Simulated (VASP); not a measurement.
# Co5Ni3O8 (R-3m) in VASP: single point with PBE+U

Aim: the single point of Co5Ni3O8 with PBE+U.

All numbers are computed with VASP 6.6.1; they aren't measurements. Logs are shortened: lines on timing, memory, paths and dates and some standing lists are left out, and cuts for length are marked.

### Step 1. The cell of the first run

It takes space group R-3m (No. 166, trigonal). Conventional cell: a = 6.076 Å, b = 6.076 Å, c = 14.861 Å, α = 90.00°, β = 90.00°, γ = 120.00°. Within 2.9 Å of Co (site symmetry 2/m) lie 6 O at 2.16 Å. Within 2.8 Å of Co (site symmetry -3m) lie 6 O at 2.15 Å. Within 2.8 Å of Co (site symmetry -3m) lie 6 O at 2.15 Å. Within 2.8 Å of Ni (site symmetry 2/m) lie 6 O at 2.13 to 2.14 Å. O (site symmetry m) has 2 Ni at 2.14 Å and 4 Co at 2.15 to 2.16 Å within 2.8 Å. O (site symmetry 3m) has 3 Ni at 2.13 Å and 3 Co at 2.16 Å within 2.8 Å.

### Step 2. Single point, PBE+U, collinear spin, ferromagnetic start

Contents of INCAR:

```
SYSTEM = Co5Ni3O8
PREC     = Accurate       ! precision mode
ENCUT    = 520            ! plane-wave cutoff, eV
EDIFF    = 1E-6           ! SCF threshold, eV
ISMEAR   = 0              ! smearing method
SIGMA    = 0.1            ! smearing width, eV
LREAL    = Auto         
LASPH    = .TRUE.         ! aspherical terms in the spheres
NELM     = 150            ! most SCF steps
ALGO     = Normal         ! electronic algorithm
ISIF     = 2              ! what is computed and relaxed
LWAVE    = .FALSE.        ! write WAVECAR
LCHARG   = .FALSE.        ! write CHGCAR
ISPIN    = 2              ! spin polarisation
MAGMOM   = 2.85 2.85 2.85 2.85 2.81 1.9 1.9 1.9 0.26 0.26 0.26 0.24 0.24 0.26 0.26 0.26 ! initial moments
LORBIT   = 11             ! projections on sites
LMAXMIX  = 4              ! l up to which the mixer works
LDAU     = .TRUE.         ! DFT+U
LDAUTYPE = 2            
LDAUL    = 2 2 -1         ! shell
LDAUU    = 3.32 6.2 0     ! U, eV
LDAUJ    = 0 0 0        
LDAUPRINT= 1            
GGA      = PE             ! functional
NBANDS   = 80             ! bands
```

Contents of KPOINTS:

```
regular mesh
0
G
  4 4 4
  0 0 0
```

Contents of POSCAR:

```
Co5Ni3O8
1.0
   -0.0042218767     -4.2921669133     -4.2921669133
   -4.2963887900     -4.2963887900      0.0000000000
   -4.2963887900      0.0000000000     -4.2963887900
Co Ni O
5 3 8
Direct
    0.5000000000      0.5000000000      0.5000000000
    0.5000000000      0.0000000000      0.5000000000
    0.5000000000      0.5000000000      0.0000000000
    0.5000000000      0.0000000000      0.0000000000
    0.0000000000      0.5000000000      0.5000000000
    0.0000000000      0.0000000000      0.5000000000
    0.0000000000      0.5000000000      0.0000000000
    0.0000000000      0.0000000000      0.0000000000
    0.2475097593      0.2498991457      0.2498991457
    0.2475097593      0.7526919493      0.2498991457
    0.2475097593      0.2498991457      0.7526919493
    0.2456458170      0.7514513943      0.7514513943
    0.7543541830      0.2485486057      0.2485486057
    0.7524902407      0.7501008543      0.2473080507
    0.7524902407      0.2473080507      0.7501008543
    0.7524902407      0.7501008543      0.7501008543
```

Potentials or basis: VASP PAW PBE potentials, release 64 (Co, Ni, O).

Run with:

```
cat potpaw_PBE.64/Co/POTCAR potpaw_PBE.64/Ni/POTCAR potpaw_PBE.64/O/POTCAR > POTCAR
mpirun -np 1 vasp_std > vasp.out
```

OUTCAR:

```text
SYSTEM = Co5Ni3O8
   PREC = Accurate
   ENCUT = 520
   EDIFF = 1E-6
   ISMEAR = 0
   LREAL = Auto
   LASPH = .TRUE.
   NELM = 150
   ISIF = 2
   ISPIN = 2
   LORBIT = 11
   GGA = PE

 ion  position               nearest neighbor table
   1  0.500  0.500  0.500-  10 2.16  11 2.16  14 2.16  15 2.16  12 2.16  13 2.16   5 3.04   7 3.04
                             6 3.04   5 3.04   6 3.04   7 3.04   2 3.04   4 3.04   2 3.04   3 3.04
   2  0.500  0.000  0.500-   9 2.16  11 2.16  14 2.16  16 2.16  12 2.16  13 2.16   6 3.04   8 3.04
                             5 3.04   5 3.04   6 3.04   8 3.04   1 3.04   3 3.04   1 3.04   3 3.04
   3  0.500  0.500  0.000-   9 2.16  10 2.16  15 2.16  16 2.16  12 2.16  13 2.16   7 3.04   5 3.04
                             8 3.04   5 3.04   7 3.04   8 3.04   2 3.04   4 3.04   1 3.04   1 3.04
   4  0.500  0.000  0.000-  11 2.15  14 2.15   9 2.15  10 2.15  15 2.15  16 2.15   8 3.04   6 3.04
                             7 3.04   6 3.04   7 3.04   8 3.04   1 3.04   3 3.04   2 3.04   1 3.04
   5  0.000  0.500  0.500-   9 2.15  10 2.15  11 2.15  14 2.15  15 2.15  16 2.15   1 3.04   3 3.04
                             2 3.04   1 3.04   2 3.04   3 3.04   7 3.04   6 3.04   8 3.04   6 3.04
   6  0.000  0.000  0.500-  12 2.13  13 2.13   9 2.14  10 2.14  15 2.14  16 2.14   2 3.04   4 3.04
                             1 3.04   1 3.04   2 3.04   4 3.04   8 3.04   5 3.04   7 3.04   5 3.04
   7  0.000  0.500  0.000-  12 2.13  13 2.13  11 2.14  14 2.14   9 2.14  16 2.14   3 3.04   1 3.04
                             4 3.04   1 3.04   3 3.04   4 3.04   8 3.04   6 3.04   8 3.04   5 3.04
   8  0.000  0.000  0.000-  12 2.13  13 2.13  11 2.14  14 2.14  10 2.14  15 2.14   4 3.04   2 3.04
                             3 3.04   2 3.04   3 3.04   4 3.04   7 3.04   5 3.04   7 3.04   6 3.04
   9  0.248  0.250  0.250-   6 2.14   7 2.14   4 2.15   5 2.15   2 2.16   3 2.16
  10  0.248  0.753  0.250-   6 2.14   8 2.14   4 2.15   5 2.15   1 2.16   3 2.16
  11  0.248  0.250  0.753-   7 2.14   8 2.14   4 2.15   5 2.15   1 2.16   2 2.16
  12  0.246  0.751  0.751-   6 2.13   7 2.13   8 2.13   1 2.16   3 2.16   2 2.16
  13  0.754  0.249  0.249-   6 2.13   7 2.13   8 2.13   1 2.16   3 2.16   2 2.16
  14  0.752  0.750  0.247-   7 2.14   8 2.14   4 2.15   5 2.15   1 2.16   2 2.16
  15  0.752  0.247  0.750-   6 2.14   8 2.14   4 2.15   5 2.15   1 2.16   3 2.16
  16  0.752  0.750  0.750-   6 2.14   7 2.14   4 2.15   5 2.15   2 2.16   3 2.16

  LATTYP: Found a trigonal (rhomboedric) cell.
 ALAT       =     6.0700421290
 COS(alpha) =     0.4990161350

  Lattice vectors:

 A1 = (   4.2921669133,   0.0042218767,  -4.2921669133)
 A2 = (   4.2921669133,  -4.2921669133,   0.0042218767)
 A3 = (  -0.0042218767,  -4.2921669133,  -4.2921669133)

Analysis of symmetry for initial positions (statically):
=====================================================================
 Subroutine PRICEL returns:
 Original cell was already a primitive cell.

 Routine SETGRP: Setting up the symmetry group for a
 trigonal (rhombohedral) supercell.

 Subroutine GETGRP returns: Found 12 space group operations
 (whereof  4 operations were pure point group operations)
 out of a pool of 12 trial point group operations.

The static configuration has the point symmetry C_2h.
 The point group associated with its full space group is D_3d.

Analysis of symmetry for dynamics (positions and initial velocities):
=====================================================================
 Subroutine PRICEL returns:
 Original cell was already a primitive cell.

 Routine SETGRP: Setting up the symmetry group for a
 trigonal (rhombohedral) supercell.

 Subroutine GETGRP returns: Found 12 space group operations
 (whereof  4 operations were pure point group operations)
 out of a pool of 12 trial point group operations.

The dynamic configuration has the point symmetry C_2h.
 The point group associated with its full space group is D_3d.

Analysis of structural, dynamic, and magnetic symmetry:
=====================================================================
 Subroutine PRICEL returns:
 Original cell was already a primitive cell.

 Routine SETGRP: Setting up the symmetry group for a
 trigonal (rhombohedral) supercell.

 Subroutine GETGRP returns: Found 12 space group operations
 (whereof  4 operations were pure point group operations)
 out of a pool of 12 trial point group operations.

The overall configuration has the point symmetry C_2h.
 The point group associated with its full space group is D_3d.

 Subroutine INISYM returns: Found 12 space group operations
 (whereof  4 operations are pure point group operations),
[... 149 lines left out ...]
  energy-cutoff  :      520.00
  volume of cell :      158.38
 maximum number of plane-waves:      4308
 NGX is ok and might be reduce to    48
   NGX = 23   NGY = 23   NGZ = 23

 number of electron     123.0000022 magnetization      10.3326522

atom =   1  type =  1  l = 2

 onsite density matrix

spin component  1
[... 248 lines left out ...]
  o =  0.1439  v =  0.0033  0.0016 -0.5000  0.0033  0.8660  0.0000  0.0000  0.0000  0.0000  0.0000      0.0000  0.0000  0.0000  0.0000  0.0000  0.0000  0.0000  0.0000  0.0000  0.0000
  o =  0.1464  v = -0.0033  0.0000  0.8660  0.0033  0.5000  0.0000  0.0000  0.0000  0.0000  0.0000      0.0000  0.0000  0.0000  0.0000  0.0000  0.0000  0.0000  0.0000  0.0000  0.0000
  o =  0.9799  v =  0.6941 -0.1910  0.0021  0.6941 -0.0037  0.0000  0.0000  0.0000  0.0000  0.0000      0.0000  0.0000  0.0000  0.0000  0.0000  0.0000  0.0000  0.0000  0.0000  0.0000
  o =  0.9799  v = -0.7071  0.0000 -0.0040  0.7071 -0.0023  0.0000  0.0000  0.0000  0.0000  0.0000      0.0000  0.0000  0.0000  0.0000  0.0000  0.0000  0.0000  0.0000  0.0000  0.0000
  o =  0.9805  v =  0.1350  0.9816  0.0012  0.1350 -0.0021  0.0000  0.0000  0.0000  0.0000  0.0000      0.0000  0.0000  0.0000  0.0000  0.0000  0.0000  0.0000  0.0000  0.0000  0.0000
  o =  0.9808  v =  0.0000  0.0000  0.0000  0.0000  0.0000  0.7071  0.0000 -0.0042 -0.7071 -0.0024      0.0000  0.0000  0.0000  0.0000  0.0000  0.0000  0.0000  0.0000  0.0000  0.0000
  o =  0.9811  v =  0.0000  0.0000  0.0000  0.0000  0.0000  0.5798 -0.5723 -0.0063  0.5798  0.0108      0.0000  0.0000  0.0000  0.0000  0.0000  0.0000  0.0000  0.0000  0.0000  0.0000
  o =  0.9820  v =  0.0000  0.0000  0.0000  0.0000  0.0000  0.4047  0.8200  0.0008  0.4047 -0.0015      0.0000  0.0000  0.0000  0.0000  0.0000  0.0000  0.0000  0.0000  0.0000  0.0000
  o =  1.0218  v =  0.0000  0.0000  0.0000  0.0000  0.0000 -0.0066  0.0086 -0.5000 -0.0066  0.8660      0.0000  0.0000  0.0000  0.0000  0.0000  0.0000  0.0000  0.0000  0.0000  0.0000
  o =  1.0223  v =  0.0000  0.0000  0.0000  0.0000  0.0000  0.0034  0.0000  0.8660 -0.0034  0.5000      0.0000  0.0000  0.0000  0.0000  0.0000  0.0000  0.0000  0.0000  0.0000  0.0000

 number of electron     123.0000022 magnetization       9.0007089

 Free energy of the ion-electron system (eV)
  ---------------------------------------------------
  ext. energy  EPLUGINS =         0.00000000
  ---------------------------------------------------
  free energy    TOTEN  =       -90.41275978 eV

  energy without entropy =      -90.35922829  energy(sigma->0) =      -90.38599403

 E-fermi :   7.4140     XC(G=0): -12.1985

 val. band max:        7.4103227275   @ k =   0.5000   0.2500   0.0000
 cond. band min:       7.4140078131   @ k =   0.0000   0.2500   0.0000
 fundamental gap:      0.0036850856
 Fermi energy:         7.4139885844

 spin component 1

 k-point     1 :       0.0000    0.0000    0.0000
  band No.  band energies     occupation
      1     -12.1741      1.00000
      2     -11.0407      1.00000
      3     -10.9564      1.00000
      4     -10.9267      1.00000
      5     -10.9267      1.00000
      6     -10.9265      1.00000
[... 977 lines left out ...]
     72       9.8200      0.00000
     73      12.6923      0.00000
 Fermi energy:         7.4139885844

 spin component 2

 k-point     1 :       0.0000    0.0000    0.0000
  band No.  band energies     occupation
      1     -12.0553      1.00000
      2     -10.9927      1.00000
      3     -10.9767      1.00000
      4     -10.7773      1.00000
      5     -10.7773      1.00000
      6     -10.7728      1.00000
[... 977 lines left out ...]
     72      10.5535      0.00000
     73      12.8448      0.00000
 [bands above 73 left out]

------------------------ aborting loop because EDIFF is reached ----------------------------------------

  FORCE on cell =-STRESS in cart. coord.  units (eV):
  Direction    XX          YY          ZZ          XY          YZ          ZX
  --------------------------------------------------------------------------------------
  -------------------------------------------------------------------------------------
  Total       -5.1811911     -5.1811911     -5.1811911     -0.1180332      0.1180332     -0.1180332
  in kB      -52.4131296    -52.4131296    -52.4131296     -1.1940287      1.1940287     -1.1940287
  external PRESSURE =     -52.4131296 kB  Pullay stress =       0.0000000 kB

 VOLUME and BASIS-vectors are now :
 -----------------------------------------------------------------------------
  energy-cutoff  :      520.00
  volume of cell :      158.38
      direct lattice vectors                 reciprocal lattice vectors
    -0.004221877 -4.292166913 -4.292166913     0.116548596 -0.116548596 -0.116548596
    -4.296388790 -4.296388790  0.000000000    -0.116434069 -0.116319541  0.116434069
    -4.296388790  0.000000000 -4.296388790    -0.116434069  0.116434069 -0.116319541

 POSITION                                       TOTAL-FORCE (eV/Angst)
 -----------------------------------------------------------------------------------
     -4.29850     -4.29428     -4.29428         0.000000     -0.000000      0.000000
     -2.15031     -2.14608     -4.29428         0.000000     -0.000000      0.000000
     -2.15031     -4.29428     -2.14608         0.000000     -0.000000      0.000000
     -0.00211     -2.14608     -2.14608         0.000000     -0.000000      0.000000
     -4.29639     -2.14819     -2.14819         0.000000     -0.000000      0.000000
     -2.14819      0.00000     -2.14819         0.000000     -0.000000      0.000000
[... 8 lines left out ...]
     -4.28843     -4.29235     -6.45254         0.100753     -0.048532     -0.100753
     -6.44863     -6.45254     -6.45254         0.048532     -0.100753     -0.100753
 -----------------------------------------------------------------------------------
    total drift:                               -0.000000     -0.000000     -0.000000

  FREE ENERGIE OF THE ION-ELECTRON SYSTEM (eV)
  ---------------------------------------------------
  free  energy   TOTEN  =       -90.4127597782 eV

  energy  without entropy=      -90.3592282872  energy(sigma->0) =      -90.38599403

 total charge

# of ion       s       p       d       tot
------------------------------------------
    1        0.290   0.340   7.110   7.740
    2        0.290   0.340   7.110   7.740
    3        0.290   0.340   7.110   7.740
    4        0.299   0.353   7.105   7.758
    5        0.294   0.346   7.131   7.771
    6        0.323   0.374   8.193   8.891
[... 8 lines left out ...]
   15        1.552   3.438   0.000   4.990
   16        1.552   3.438   0.000   4.990
--------------------------------------------------
tot         14.852  30.341  60.147 105.340

 magnetization (x)

# of ion       s       p       d       tot
------------------------------------------
    1        0.007   0.001   2.676   2.684
    2        0.007   0.001   2.676   2.684
    3        0.007   0.001   2.676   2.684
    4        0.022   0.021   2.715   2.758
    5        0.020   0.019   2.679   2.717
    6        0.002   0.003  -1.755  -1.750
[... 8 lines left out ...]
   15        0.009   0.072   0.000   0.081
   16        0.009   0.072   0.000   0.081
--------------------------------------------------
tot          0.128   0.532   8.155   8.814
```

Run time: 35 min. Hardware: 1 thread of Intel Xeon 8259CL, shared host; peak memory 0.55 GiB.

What came out:

```yaml
Free_energy: -90.4128 eV
Pressure: -5.2 GPa
Largest_force: 0.151 eV/Å
Band_gap_on_the_k_mesh: zero (filled and empty bands overlap)
Net_moment: 9.00 μB per cell
Site_moments: Co +2.68, +2.76, +2.72 (each value once); Ni -1.75; O +0.08, +0.03 (each value once) μB
Valence_electrons_inside_the_program's_atomic_spheres: Co 7.74, 7.76, 7.77 (each value once); Ni 8.89; O 4.99
```

Forces in eV/Å, atoms in the order of the input:
```
Co   0.000  0.000  0.000
Co   0.000  0.000  0.000
Co   0.000  0.000  0.000
Co   0.000  0.000  0.000
Co   0.000  0.000  0.000
Ni   0.000  0.000  0.000
Ni   0.000  0.000  0.000
Ni   0.000  0.000  0.000
O   -0.049  0.101  0.101
O   -0.101  0.049  0.101
O   -0.101  0.101  0.049
O   -0.017  0.017  0.017
O    0.017 -0.017 -0.017
O    0.101 -0.101 -0.049
O    0.101 -0.049 -0.101
O    0.049 -0.101 -0.101
```

Levels at points of the mesh, in eV from the Fermi level:
Spin up:
```csv
k point,band 62,band 63,band 64,band 65,band 66,band 67,band 68,band 69,band 70,band 71
"(0.00, 0.00, 0.00)",-1.83,-1.83,-1.79,-0.46,-0.46,1.00,2.48,2.48,2.58,2.62
"(0.50, 0.00, 0.00)",-1.86,-1.70,-1.70,-1.39,-1.39,2.25,2.25,2.28,2.31,2.31
"(0.00, 0.50, 0.00)",-1.81,-1.66,-1.57,-1.50,-1.45,2.26,2.28,2.28,2.29,2.29
"(0.50, 0.50, 0.00)",-2.38,-2.30,-2.09,-2.04,-0.59,1.66,1.84,2.03,2.49,2.57
```
Spin down:
```tsv
k point	band 54	band 55	band 56	band 57	band 58	band 59	band 60	band 61
(0.00, 0.00, 0.00)	-1.61	-1.61	-1.12	0.03	0.03	1.24	1.29	1.29
(0.50, 0.00, 0.00)	-1.59	-1.59	-1.57	-0.01	-0.01	1.29	1.29	1.49
(0.00, 0.50, 0.00)	-1.50	-1.47	-1.29	-0.04	0.03	1.19	1.47	1.61
(0.50, 0.50, 0.00)	-1.57	-1.39	-1.36	-0.01	0.00	1.29	1.54	1.63
```

Eigenvalues of the final occupation matrices:
| site | spin | trace | eigenvalues |
| --- | --- | --- | --- |
| site 1 d | 1 | 4.90 | 0.97 0.97 0.97 1.00 1.00 |
| site 1 d | 2 | 2.23 | 0.04 0.14 0.14 0.95 0.96 |
| site 2 d | 1 | 4.90 | 0.97 0.97 0.97 1.00 1.00 |
| site 2 d | 2 | 2.23 | 0.04 0.14 0.14 0.95 0.96 |
| site 3 d | 1 | 4.91 | 0.97 0.97 0.97 1.00 1.00 |
| site 3 d | 2 | 2.23 | 0.04 0.14 0.14 0.95 0.96 |
| site 4 d | 1 | 4.92 | 0.97 0.97 0.97 1.01 1.01 |
| site 4 d | 2 | 2.21 | 0.04 0.13 0.13 0.96 0.96 |
| site 5 d | 1 | 4.92 | 0.97 0.97 0.97 1.01 1.01 |
| site 5 d | 2 | 2.24 | 0.12 0.12 0.52 0.52 0.96 |
| site 6 d | 1 | 3.23 | 0.14 0.15 0.98 0.98 0.98 |
| site 6 d | 2 | 4.99 | 0.98 0.98 0.98 1.02 1.02 |

Caveat: the cell stands under tension. The state reached can hang on the start; a lower one may exist.
